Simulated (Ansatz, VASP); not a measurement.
C: VASP beside Ansatz

File INCAR:

```
SYSTEM = C
PREC = Accurate
ENCUT = 520
EDIFF = 1E-7
ISMEAR = 0
SIGMA = 0.1
LREAL = .False.
LASPH = .True.
NELM = 80
ALGO = Normal
ISIF = 2
LWAVE = .False.
LCHARG = .True.
LDIPOL = .True.
IDIPOL = 3
DIPOL = 0.5 0.5 0.500
GGA = PS
LELF = .True.
LVHAR = .True.
LVACPOTAV = .True.
NBANDS = 26
```

The input KPOINTS:

```
regular mesh
0
Gamma
  15 15 1
  0 0 0
```

File POSCAR:

```
C
1.0
    2.4589569349      0.0000000000      0.0000000000
   -1.2294784674      2.1295191724      0.0000000000
    0.0000000000      0.0000000000     42.7207955651
C
8
Direct
    0.0000000000      0.0000000000      0.1755645193
    0.3333333333      0.6666666667      0.1755585284
    0.0000000000      0.0000000000      0.2600436921
    0.6666666667      0.3333333333      0.2600496830
    0.3333333333      0.6666666667      0.7399503170
    0.0000000000      0.0000000000      0.7399563079
    0.0000000000      0.0000000000      0.8244354807
    0.6666666667      0.3333333333      0.8244414716
```

Input for Ansatz:

```yaml
crystal:
  lattice:
    - [2.4589569349, 0.0, 0.0]
    - [-1.2294784674, 2.1295191724, 0.0]
    - [0.0, 0.0, 42.7207955651]
  atoms:
    - { symbol: C, position: [0.0, 0.0, 0.1755645193] }
    - { symbol: C, position: [0.3333333333, 0.6666666667, 0.1755585284] }
    - { symbol: C, position: [0.0, 0.0, 0.2600436921] }
    - { symbol: C, position: [0.6666666667, 0.3333333333, 0.260049683] }
    - { symbol: C, position: [0.3333333333, 0.6666666667, 0.739950317] }
    - { symbol: C, position: [0.0, 0.0, 0.7399563079] }
    - { symbol: C, position: [0.0, 0.0, 0.8244354807] }
    - { symbol: C, position: [0.6666666667, 0.3333333333, 0.8244414716] }
basis:
  ecutwfc: 420
kpoints:
  mp_grid: { grid: [15, 15, 1] }
hamiltonian:
  xc: pbesol
scf:
  occupations: { method: gaussian, width: 0.1 }
output:
  forces: true
  stress: true
  eigenvalues: true
  write_density: true
  write_potential: true
  elf: true
  volumetric_format: npy
efield:
  axis: 3
  dipole_correction: true
  ramp_width: 0.04
```

Alike in both runs: task single point; functional PBEsol; k mesh 15 × 15 × 1; occupations gaussian, width 0.1 eV; no spin polarisation.

|  | VASP | Ansatz |
| --- | --- | --- |
| version | VASP 6.6.1 | Ansatz 0.2.0 |
| potentials or method | VASP PAW PBE potentials, release 64 (C), cutoff 520 eV | scalar-relativistic, plane waves, PAW |
| valence electrons in the cell | 32 | 32 |

|  | VASP | Ansatz | Ansatz less VASP |
| --- | --- | --- | --- |
| gap on the k mesh at the Fermi level (eV) | none | none | - |
| work function, face that differs most (eV) | 4.32 | 4.32 | +0.002 |

VASP's potentials were made for PBE, not for PBEsol. A gap of «none» marks a metal or a gap that the smearing closes. Ansatz's warnings: xc potential rough in thin density.
